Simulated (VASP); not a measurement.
# H11C2NO4 in VASP: single point with PBE+D3(BJ)

Aim: the single point of H11C2NO4 with PBE+D3(BJ).

Everything below comes from runs of VASP 6.6.1. Logs are shortened: lines on timing, memory, paths and dates and some standing lists are left out, and cuts for length are marked.

### 1 The cell of the first run

The cell holds a disordered packing, 18 atoms: a = 5.491 Å, b = 5.491 Å, c = 5.491 Å, α = 90.00°, β = 90.00°, γ = 90.00°.

### 2 Single point, PBE+D3(BJ)

File INCAR:

```
SYSTEM = H11C2NO4
  ALGO = Normal
  EDIFF = 1E-6
  ENCUT = 1000
  GGA = PE
  GGA_COMPAT = .False.
  ISIF = 2
  ISMEAR = -1
  IVDW = 12
  LASPH = .True.
  LCHARG = .False.
  LREAL = Auto
  LWAVE = .False.
  NBANDS = 39
  NELM = 120
  PREC = Accurate
  SIGMA = 0.02
```

File KPOINTS:

```
k-points
0
Gamma
  1 1 1
  0 0 0
```

File POSCAR:

```
H11C2NO4
1.0
    5.4914470000      0.0000000000      0.0000000000
    0.0000000000      5.4914470000      0.0000000000
    0.0000000000      0.0000000000      5.4914470000
O H C N
4 11 2 1
Direct
    0.3179729508      0.8757369447      0.3835332217
    0.2662399926      0.0824482088      0.8319782457
    0.8004076607      0.0974348464      0.5949144671
    0.1004387457      0.3112301090      0.2550683386
    0.4761502455      0.8309586806      0.3168593587
    0.1926038669      0.7704035993      0.3117714048
    0.4112212127      0.1776383114      0.8653620872
    0.3045588539      0.0048555368      0.6742516462
    0.9431816388      0.0892743174      0.7012754072
    0.8678952223      0.1812406186      0.4507393744
    0.2011866817      0.1673455779      0.2954082371
    0.0717823801      0.2834489882      0.0824305644
    0.6858761436      0.6766533145      0.6091213109
    0.6618679994      0.3880075801      0.7496782390
    0.4145981857      0.6078724940      0.7743981174
    0.6124700479      0.5813964117      0.7716879565
    0.7247457855      0.6769113840      0.9850628532
    0.8279422863      0.7557427769      1.1533114700
```

Potentials or basis: VASP PAW PBE potentials, release 64 (O_h, H_h, C_h, N_h).

The run is started by

```console
> cat potpaw_PBE.64/O_h/POTCAR potpaw_PBE.64/H_h/POTCAR potpaw_PBE.64/C_h/POTCAR potpaw_PBE.64/N_h/POTCAR > POTCAR
> mpirun -np 1 vasp_gam > vasp.out
```

OUTCAR:

```text
SYSTEM = H11C2NO4
   EDIFF = 1E-6
   ENCUT = 1000
   GGA = PE
   ISIF = 2
   ISMEAR = -1
   IVDW = 12
   LASPH = .True.
   LREAL = Auto
   NELM = 120
   PREC = Accurate
 IVDW          = 12

 ion  position               nearest neighbor table
   1  0.318  0.876  0.384-   5 0.97   6 0.98
   2  0.266  0.082  0.832-   7 0.97   8 0.99
   3  0.800  0.097  0.595-   9 0.98  10 0.99
   4  0.100  0.311  0.255-  12 0.97  11 0.99
   5  0.476  0.831  0.317-   1 0.97
   6  0.193  0.770  0.312-   1 0.98
   7  0.411  0.178  0.865-   2 0.97
   8  0.305  0.005  0.674-   2 0.99
   9  0.943  0.089  0.701-   3 0.98
  10  0.868  0.181  0.451-   3 0.99
  11  0.201  0.167  0.295-   4 0.99
  12  0.072  0.283  0.082-   4 0.97
  13  0.686  0.677  0.609-  16 1.11
  14  0.662  0.388  0.750-  16 1.10
  15  0.415  0.608  0.774-  16 1.10
  16  0.612  0.581  0.772-  15 1.10  14 1.10  13 1.11  17 1.42
  17  0.725  0.677  0.985-  18 1.17  16 1.42
  18  0.828  0.756  0.153-  17 1.17

  LATTYP: Found a simple cubic cell.
 ALAT       =     5.4914470000

  Lattice vectors:

 A1 = (   5.4914470000,   0.0000000000,   0.0000000000)
 A2 = (   0.0000000000,   5.4914470000,   0.0000000000)
 A3 = (   0.0000000000,   0.0000000000,   5.4914470000)

Analysis of symmetry for initial positions (statically):
=====================================================================
 Subroutine PRICEL returns:
 Original cell was already a primitive cell.

 Routine SETGRP: Setting up the symmetry group for a
 simple cubic supercell.

 Subroutine GETGRP returns: Found  1 space group operations
 (whereof  1 operations were pure point group operations)
 out of a pool of 48 trial point group operations.

The static configuration has the point symmetry C_1 .

Analysis of symmetry for dynamics (positions and initial velocities):
=====================================================================
 Subroutine PRICEL returns:
 Original cell was already a primitive cell.

 Routine SETGRP: Setting up the symmetry group for a
 simple cubic supercell.

 Subroutine GETGRP returns: Found  1 space group operations
 (whereof  1 operations were pure point group operations)
 out of a pool of 48 trial point group operations.

The dynamic configuration has the point symmetry C_1 .

 Subroutine INISYM returns: Found  1 space group operations
 (whereof  1 operations are pure point group operations),
 and found     1 'primitive' translations

----------------------------------------------------------------------------------------

                                     Primitive cell

  volume of cell :     165.6000

  direct lattice vectors                    reciprocal lattice vectors
     5.491447000  0.000000000  0.000000000     0.182101366  0.000000000  0.000000000
     0.000000000  5.491447000  0.000000000     0.000000000  0.182101366  0.000000000
     0.000000000  0.000000000  5.491447000     0.000000000  0.000000000  0.182101366

  length of vectors
     5.491447000  5.491447000  5.491447000     0.182101366  0.182101366  0.182101366

  position of ions in fractional coordinates (direct lattice)
     0.317972951  0.875736945  0.383533222
     0.266239993  0.082448209  0.831978246
     0.800407661  0.097434846  0.594914467
     0.100438746  0.311230109  0.255068339
     0.476150246  0.830958681  0.316859359
     0.192603867  0.770403599  0.311771405
[... 10 lines left out ...]
     0.724745785  0.676911384  0.985062853
     0.827942286  0.755742777  0.153311470

  ion indices of the primitive-cell ions
   primitive index   ion index
                 1           1
                 2           2
                 3           3
                 4           4
                 5           5
                 6           6
[... 10 lines left out ...]
                17          17
                18          18

----------------------------------------------------------------------------------------

 KPOINTS: k-points

Automatic generation of k-mesh.
 Grid dimensions read from file:
 generate k-points for:    1    1    1

 Generating k-lattice:

  Cartesian coordinates                     Fractional coordinates (reciprocal lattice)
     0.182101366  0.000000000  0.000000000     1.000000000  0.000000000  0.000000000
     0.000000000  0.182101366  0.000000000     0.000000000  1.000000000  0.000000000
     0.000000000  0.000000000  0.182101366     0.000000000  0.000000000  1.000000000

  Length of vectors
     0.182101366  0.182101366  0.182101366

  Shift w.r.t. Gamma in fractional coordinates (k-lattice)
     0.000000000  0.000000000  0.000000000

 Subroutine IBZKPT returns following result:
 ===========================================

 Found      1 irreducible k-points:

 Following reciprocal coordinates:
            Coordinates               Weight
  0.000000  0.000000  0.000000      1.000000
   k-points           NKPTS =      1   k-points in BZ     NKDIM =      1   number of bands    NBANDS=     39
   number of dos      NEDOS =    301   number of ions     NIONS =     18
   total plane-waves  NPLWV = 216000
   dimension x,y,z NGX =    60 NGY =   60 NGZ =   60
   dimension x,y,z NGXF=   120 NGYF=  120 NGZF=  120
   ions per type =               4  11   2   1
   NGX,Y,Z   is equivalent  to a cutoff of  18.16, 18.16, 18.16 a.u.
   NGXF,Y,Z  is equivalent  to a cutoff of  36.33, 36.33, 36.33 a.u.
 SYSTEM =  H11C2NO4
   PREC   = accura    normal or accurate (medium, high low for compatibility)
   ISTART =      0    job   : 0-new  1-cont  2-samecut
   ICHARG =      2    charge: 1-file 2-atom 10-const
   ISPIN  =      1    spin polarized calculation?
   LNONCOLLINEAR =      F non collinear calculations
   LSORBIT =      F    spin-orbit coupling
   LASPH  =      T    aspherical Exc in radial PAW
   ENCUT  = 1000.0 eV  73.50 Ry    8.57 a.u.  14.16 14.16 14.16*2*pi/ulx,y,z
   NELM   =    120;   NELMIN=  2; NELMDL= -5     # of ELM steps
   EDIFF  = 0.1E-05   stopping-criterion for ELM
   LREAL  =      T    real-space projection
   EDIFFG = 0.1E-04   stopping-criterion for IOM
   NSW    =      0    number of steps for IOM
   IBRION =     -1    ionic relax: 0-MD 1-quasi-New 2-CG
   NFREE  =      0    steps in history (QN), initial steepest desc. (CG)
   ISIF   =      2    stress and relaxation
   ISYM   =      2    0-nonsym 1-usesym 2-fastsym
   POTIM  = 0.5000    time-step for ionic-motion
   TEBEG  =    0.0;   TEEND  =   0.0 temperature during run
   PSTRESS=    0.0 pullay stress
   NELECT =      48.0000    total number of electrons
   NUPDOWN=      -1.0000    fix difference up-down
   EMIN   =  10.00;   EMAX   =-10.00  energy-range for DOS
   EFERMI =   0.00;   METHOD = LEGACY
   ISMEAR =    -1;   SIGMA  =   0.02  broadening in eV -4-tet -1-fermi 0-gaus
   EFERMI_NEDOS =   21; number of points for ismear=-14 and -15
   IALGO  =     38    algorithm
   IMIX   =      4    mixing-type and parameters
     AMIX     =   0.40;   BMIX     =  1.00
     AMIX_MAG =   1.60;   BMIX_MAG =  1.00
  volume/ion in A,a.u.               =       9.20        62.08
  Fermi-wavevector in a.u.,A,eV,Ry     =   1.083432  2.047390 15.970866  1.173826
  Thomas-Fermi vector in A             =   2.219498
   LORBIT       =      0    0 simple, 1 ext, 2 COOP (PROOUT), +10 PAW based schemes
   GGA     = PE    functional components
   LHFCALC =     F    Hartree Fock is set to
   AEXX    =    0.0000 exact exchange contribution
   IVDW    =    12    specifies the selected vdW correction
   LEPSILON=     F    determine dielectric tensor
   LRPA    =     F    only Hartree local field effects (RPA)
 non-spin polarized calculation
  energy-cutoff  :     1000.00
  volume of cell :      165.60
 maximum number of plane-waves:      5919
 NGX is ok and might be reduce to    60
   NGX = 29   NGY = 29   NGZ = 29

 number of electron      48.0000003 magnetization

 Free energy of the ion-electron system (eV)
  ---------------------------------------------------
  ext. energy  EPLUGINS =         0.00000000
  ---------------------------------------------------
  free energy    TOTEN  =       -95.35782267 eV

  energy without entropy =      -95.35782267  energy(sigma->0) =      -95.35782267

 E-fermi :  -1.8670     XC(G=0):  -7.4993

 val. band max:       -2.4031007479   @ k =   0.0000   0.0000   0.0000
 cond. band min:       2.6569147216   @ k =   0.0000   0.0000   0.0000
 fundamental gap:      5.0600154695
 Fermi energy:        -1.8669586179

 k-point     1 :       0.0000    0.0000    0.0000
  band No.  band energies     occupation
      1     -21.5293      2.00000
      2     -20.9803      2.00000
      3     -20.6631      2.00000
      4     -20.3104      2.00000
      5     -18.6426      2.00000
      6     -14.8733      2.00000
[... 28 lines left out ...]
     35       8.8763      0.00000
     36       9.3350      0.00000
 [bands above 36 left out]

------------------------ aborting loop because EDIFF is reached ----------------------------------------

 Edisp (eV)   -0.84803

 E8    (eV) :    -0.1862

  FORCE on cell =-STRESS in cart. coord.  units (eV):
  Direction    XX          YY          ZZ          XY          YZ          ZX
  --------------------------------------------------------------------------------------
  -------------------------------------------------------------------------------------
  Total       0.31406     1.36607     0.21530    -0.90635     0.03199     0.12209
  in kB       3.03855    13.21670     2.08298    -8.76889     0.30946     1.18123
  external pressure =        6.11 kB  Pullay stress =        0.00 kB

 VOLUME and BASIS-vectors are now :
 -----------------------------------------------------------------------------
  energy-cutoff  :     1000.00
  volume of cell :      165.60
      direct lattice vectors                 reciprocal lattice vectors
     5.491447000  0.000000000  0.000000000     0.182101366  0.000000000  0.000000000
     0.000000000  5.491447000  0.000000000     0.000000000  0.182101366  0.000000000
     0.000000000  0.000000000  5.491447000     0.000000000  0.000000000  0.182101366

 POSITION                                       TOTAL-FORCE (eV/Angst)
 -----------------------------------------------------------------------------------
      1.74613      4.80906      2.10615        -0.124023     -0.012761      0.104805
      1.46204      0.45276      4.56876         0.127111      0.057222      0.004879
      4.39540      0.53506      3.26694         0.009176     -0.005693      0.005108
      0.55155      1.70910      1.40069        -0.029661     -0.037281     -0.005021
      2.61475      4.56317      1.74002         0.030622     -0.045949     -0.060911
      1.05767      4.23063      1.71208         0.043747     -0.001351     -0.016470
[... 10 lines left out ...]
      3.97990      3.71722      5.40942         0.104709      0.281434      0.102085
      4.54660      4.15012      0.84190        -0.103086     -0.103056     -0.108285
 -----------------------------------------------------------------------------------
    total drift:                               -0.000897     -0.001691     -0.000730

  FREE ENERGIE OF THE ION-ELECTRON SYSTEM (eV)
  ---------------------------------------------------
  free  energy   TOTEN  =       -96.2058567114 eV

  energy  without entropy=      -96.2058567114  energy(sigma->0) =      -96.20585671
```

Wall time 16 s (1 thread of AMD EPYC 9R45 (Zen 5), shared host); peak memory 0.44 GiB.

Results:

| Item | Value |
| --- | --- |
| Free energy | -96.2059 eV |
| Pressure | 0.6 GPa |
| Largest force | 0.317 eV/Å |
| Dispersion energy per atom | -0.047 eV |

Forces on the atoms (eV/Å):
```
O   -0.124 -0.013  0.105
O    0.127  0.057  0.005
O    0.009 -0.006  0.005
O   -0.030 -0.037 -0.005
H    0.031 -0.046 -0.061
H    0.044 -0.001 -0.016
H   -0.090 -0.035  0.012
H    0.003 -0.083 -0.056
H   -0.072  0.004 -0.036
H    0.043  0.020 -0.038
H    0.009  0.021 -0.004
H    0.006  0.026 -0.014
H    0.081  0.055 -0.009
H   -0.043 -0.074 -0.069
H   -0.024  0.004  0.035
C    0.029 -0.071  0.154
C    0.105  0.281  0.102
N   -0.103 -0.103 -0.108
```

Caveat: the k points lie up to 1.14 Å⁻¹ apart, too coarse for converged energies, forces and pressures.
